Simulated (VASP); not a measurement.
TlBr, 2 atoms in the cell. Symmetry: Pm-3m, No. 221, cubic system. Conventional cell: a = 3.946 Å, b = 3.946 Å, c = 3.946 Å, α = 90.00°, β = 90.00°, γ = 90.00°. Within 4.5 Å of Tl (site symmetry m-3m) lie 8 Br at 3.42 Å and 6 Tl at 3.95 Å. Br (site symmetry m-3m) has 8 Tl at 3.42 Å and 6 Br at 3.95 Å within 4.5 Å. 

```yaml
Program: VASP 6.6.1
Task: single point
Functional: PBE
Potentials_or_basis: VASP PAW PBE potentials, release 64 (Tl_d, Br)
Cutoff: 500 eV
k_mesh: 4 × 4 × 4
Occupations: gaussian, width 0.01 eV
Spin: no spin polarisation
Dipole_correction: no
Further_INCAR_settings: ALGO = Normal; EDIFF = 1e-06; NBANDS = 17
```

Potentials or basis: VASP PAW PBE potentials, release 64 (Tl_d, Br).

Command:

```console
$ cat potpaw_PBE.64/Tl_d/POTCAR potpaw_PBE.64/Br/POTCAR > POTCAR
$ mpirun -np 1 vasp_std > vasp.out
```

Hardware: 1 thread of Intel Xeon 8259CL, on a shared host.

Problem. How long does it take, and how much memory?

Solution. Wall time 21 s on 1 thread of Intel Xeon 8259CL, with other jobs on the host, peak memory 0.17 GiB. Counts: scf iterations 12, k points 10.
